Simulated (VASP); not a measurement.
**Cu: single point with PBEsol**

Crystal: Cu.

```
Cu
1.0
     2.55149    0.00000    0.00000
    -1.27574    2.20965    0.00000
     0.00000    0.00000    4.33778
Cu
2
Cartesian
  0.0000 1.4731 1.0844
  1.2757 0.7366 3.2533
```

This isn't the form of Cu at room conditions, which is fcc.

| Item | Value |
| --- | --- |
| Program | VASP 6.6.1 |
| Task | single point |
| Functional | PBEsol |
| Potentials or basis | VASP PAW PBE potentials, release 64 (Cu) |
| Cutoff | 520 eV |
| k mesh | 24 × 24 × 12 |
| Occupations | gaussian, width 0.15 eV |
| Spin | no spin polarisation |
| Dipole correction | no |
| Further INCAR settings | ALGO = Fast; EDIFF = 1e-07; NBANDS = 18 |

```
Pressure               : -9.7 GPa
Band gap on the k mesh : zero (bands 11 and 12 overlap by 6.04 eV)
```

Stress tensor (GPa, compression positive):
```
 -7.90   0.00   0.00
  0.00  -7.90   0.00
  0.00   0.00 -13.23
```

Levels at points of the mesh, in eV from the Fermi level:
```
           k point  band 8  band 9  band 10  band 11  band 12  band 13  band 14  band 15
(0.00, 0.00, 0.00)   -2.28   -2.28    -1.67    -1.67    -1.26     3.05    21.61    22.06
(0.50, 0.00, 0.00)   -1.59   -1.52    -1.45     0.09     1.63     7.44     7.58    10.27
(0.00, 0.00, 0.50)   -2.87   -1.88    -1.88    -1.88    -1.88    11.14    11.14    22.27
(0.50, 0.00, 0.50)   -1.83   -1.48    -1.48     0.56     0.56     4.75     4.75    16.15
```

It took 96 s on 1 thread of AMD EPYC 9R45 (Zen 5), on a shared host, peak memory 0.22 GiB.

Caveat: the stress differs along the axes, from -13 to -8 GPa; the PAW data sets were made with another functional, which shifts forces and pressure a little.
